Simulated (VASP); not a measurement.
A run of VASP 6.6.1:

Contents of INCAR:

```
PREC = Accurate
ENCUT = 520
EDIFF = 1E-6
ISMEAR = 0
SIGMA = 0.1
LREAL = F
LASPH = T
NELM = 80
ALGO = Normal
ISIF = 2
LWAVE = F
LCHARG = F
GGA = PE
NBANDS = 34
```

File KPOINTS:

```
regular mesh
0
Gamma
  4 4 2
```

POSCAR

```
Sc2GaP3
1.0
    4.4659416470      0.0000000000      0.0000000000
    0.0000000000      4.4659416470      0.0000000000
    0.0000000000      0.0000000000      6.3749824333
Sc Ga P
2 1 3
Direct
    0.5000000000      0.5000000000      0.2592751393
    0.5000000000      0.5000000000      0.7407248607
    0.0000000000      0.0000000000      0.0000000000
    0.5000000000      0.0000000000      0.5000000000
    0.0000000000      0.5000000000      0.5000000000
    0.0000000000      0.0000000000      0.5000000000
```

Potentials or basis: VASP PAW PBE potentials, release 64 (Sc_sv, Ga_d, P).

Command:

```sh
$ cat potpaw_PBE.64/Sc_sv/POTCAR potpaw_PBE.64/Ga_d/POTCAR potpaw_PBE.64/P/POTCAR > POTCAR
$ mpirun -np 1 vasp_std > vasp.out
```

Hardware: 1 thread of Intel(R) Xeon(R) Platinum 8375C CPU @ 2.90GHz (Ice Lake), on a shared host.

Problem. How long does it take, and how much memory?

Solution. Wall time 87 s on 1 thread of Intel(R) Xeon(R) Platinum 8375C CPU @ 2.90GHz (Ice Lake), with other jobs on the host, peak memory 0.24 GiB. Counts: scf iterations 16, k points 12.
